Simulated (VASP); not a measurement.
**AlO: single point with PBE**

AlO:

```xyz
6
Lattice="3.9531 0.0000 0.0000 0.0000 3.9531 0.0000 0.0000 0.0000 3.9531" Properties=species:S:1:pos:R:3 pbc="T T T"
Al    1.9765    0.0000    0.0000
Al    0.0000    1.9765    0.0000
Al    0.0000    0.0000    1.9765
O     0.0000    1.9765    1.9765
O     1.9765    0.0000    1.9765
O     1.9765    1.9765    0.0000
```

- Program: VASP 6.6.1
- Task: single point
- Functional: PBE
- Potentials or basis: VASP PAW PBE potentials, release 64 (Al, O)
- Cutoff: 520 eV
- k mesh: 4 × 4 × 4
- Occupations: gaussian, width 0.1 eV
- Spin: collinear spin, ferromagnetic start
- Starting moments: [0.0, 0.0, 0.0, 1.0, 1.0, 1.0] μB

```json
{"Pressure": "-0.2 GPa", "Net moment": "0.00 μB per cell", "Valence electrons inside the program's atomic spheres": "Al 0.70; O 5.08"}
```

Levels at points of the mesh, in eV from the Fermi level:
Spin up:
```tsv
k point	band 10	band 11	band 12	band 13	band 14	band 15	band 16	band 17
(0.00, 0.00, 0.00)	-6.99	-4.08	-4.08	-4.08	2.42	2.42	3.01	3.01
(0.50, 0.00, 0.00)	-5.38	-4.47	-4.47	-3.17	-1.68	1.25	1.25	5.34
(0.50, 0.50, 0.00)	-5.88	-5.25	-3.64	-3.57	-0.42	0.62	0.62	5.19
(0.50, 0.50, 0.50)	-5.87	-5.87	-3.54	-3.54	2.53	2.53	2.53	3.64
```
Spin down:
| k point | band 10 | band 11 | band 12 | band 13 | band 14 | band 15 | band 16 | band 17 |
| --- | --- | --- | --- | --- | --- | --- | --- | --- |
| (0.00, 0.00, 0.00) | -6.99 | -4.08 | -4.08 | -4.08 | 2.42 | 2.42 | 3.01 | 3.01 |
| (0.50, 0.00, 0.00) | -5.38 | -4.47 | -4.47 | -3.17 | -1.68 | 1.25 | 1.25 | 5.34 |
| (0.50, 0.50, 0.00) | -5.88 | -5.25 | -3.63 | -3.57 | -0.42 | 0.62 | 0.62 | 5.19 |
| (0.50, 0.50, 0.50) | -5.87 | -5.87 | -3.54 | -3.54 | 2.53 | 2.53 | 2.53 | 3.64 |

Run time: 30 s on 1 thread of Intel(R) Xeon(R) Platinum 8259CL CPU @ 2.50GHz (Skylake/Cascade Lake) (shared host), peak memory 0.18 GiB.

Caveat: the k points lie up to 0.40 Å⁻¹ apart.
